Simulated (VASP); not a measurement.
Write the native input for VASP 6.6.1 that does the following.

| Quantity | Value |
| --- | --- |
| Task | single point |
| Functional | PBE |
| Potentials or basis | VASP PAW PBE potentials, release 64 (W_sv, Te) |
| Cutoff | 520 eV |
| k mesh | 12 × 12 × 12 |
| Occupations | gaussian, width 0.1 eV |
| Spin | collinear spin, ferromagnetic start |
| Starting moments | [0.5, 0.0] μB |
| Dipole correction | no |
| Further INCAR settings | ALGO = Normal; EDIFF = 1e-07; NBANDS = 21 |

The structure of TeW lies in POSCAR:

```
TeW
1.0
    0.0000000000      3.0618296945      3.0618296945
    3.0618296945      0.0000000000      3.0618296945
    3.0618296945      3.0618296945      0.0000000000
W Te
1 1
Direct
    0.0000000000      0.0000000000      0.0000000000
    0.2500000000      0.2500000000      0.2500000000
```

These files were run (other wordings do the same):

INCAR

```
PREC = Accurate
ENCUT = 520
EDIFF = 1E-7
ISMEAR = 0
SIGMA = 0.1
LREAL = False
LASPH = True
NELM = 150
ALGO = Normal
ISIF = 2
LWAVE = False
LCHARG = False
ISPIN = 2
MAGMOM = 0.5 0
LORBIT = 11
LMAXMIX = 4
GGA = PE
NBANDS = 21
```

KPOINTS

```
regular mesh
0
Gamma
  12 12 12
```

Potentials or basis: VASP PAW PBE potentials, release 64 (W_sv, Te).

Command:

```bash
$ cat potpaw_PBE.64/W_sv/POTCAR potpaw_PBE.64/Te/POTCAR > POTCAR
$ mpirun -np 1 vasp_std > vasp.out
```

It gave:

```
Pressure                                              : 0.0 GPa
Net moment                                            : 1.40 μB per cell
Site moments                                          : W +1.10; Te -0.03 μB
Valence electrons inside the program's atomic spheres : W 11.96; Te 3.51
```

Run time: 2.3 min on 1 thread of Intel(R) Xeon(R) Platinum 8259CL CPU @ 2.50GHz (Skylake/Cascade Lake), on a shared host, peak memory 0.3 GiB.
